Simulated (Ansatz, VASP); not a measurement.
# Pt in VASP and in Ansatz

```
Pt
1.0
    -1.56079    1.56079    1.56079
     1.56079   -1.56079    1.56079
     1.56079    1.56079   -1.56079
Pt
1
Direct
  0.00000 0.00000 0.00000
```

Alike in both runs: functional PBEsol; k mesh 19 × 19 × 19; occupations methfessel-paxton of order 1, width 0.1 eV; no spin polarisation.

Ansatz relaxed the structure, and its values are those at the end. VASP's run is a single point on that final structure, the one shown.

```csv
,VASP,Ansatz
version,VASP 6.6.1,Ansatz 0.2.0
potentials or method,"VASP PAW PBE potentials, release 64 (Pt), cutoff 520 eV","plane waves, PAW"
valence electrons in the cell,10,18
```

|  | VASP | Ansatz | Ansatz less VASP |
| --- | --- | --- | --- |
| pressure (GPa) | -0.3 | 0.0 | +0.36 |

VASP's potentials were made for PBE, not for PBEsol. VASP's potentials hold 10 valence electrons a cell and Ansatz's 18, so a difference there can come from the potentials and not from the codes.

Neither program's run includes spin-orbit coupling.
